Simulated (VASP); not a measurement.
GaN, 2 atoms in the cell. It takes space group Fm-3m (No. 225, cubic). Conventional cell: a = 4.217 Å, b = 4.217 Å, c = 4.217 Å, α = 90.00°, β = 90.00°, γ = 90.00°. Within 2.8 Å of Ga (site symmetry m-3m) lie 6 N at 2.11 Å. Within 2.8 Å of N (site symmetry m-3m) lie 6 Ga at 2.11 Å. 

```yaml
Program: VASP 6.6.1
Task: single point
Functional: PBE
Potentials_or_basis: VASP PAW PBE potentials, release 64 (Ga_d, N)
Cutoff: 600 eV
k_mesh: 8 × 8 × 8
Occupations: gaussian, width 0.5 eV
Spin: no spin polarisation
Dipole_correction: no
Further_INCAR_settings: ALGO = Normal; EDIFF = 1e-06; NBANDS = 16
```

Potentials or basis: VASP PAW PBE potentials, release 64 (Ga_d, N).

Run with:

```bash
$ cat potpaw_PBE.64/Ga_d/POTCAR potpaw_PBE.64/N/POTCAR > POTCAR
$ mpirun -np 1 vasp_std > vasp.out
```

Hardware: 1 thread of Intel Xeon 8259CL (shared host).

Task: Estimate the wall time of this run.

Result: Run time: 16 s on 1 thread of Intel Xeon 8259CL, on a shared host, peak memory 0.14 GiB. Counts: scf iterations 13, k points 29.
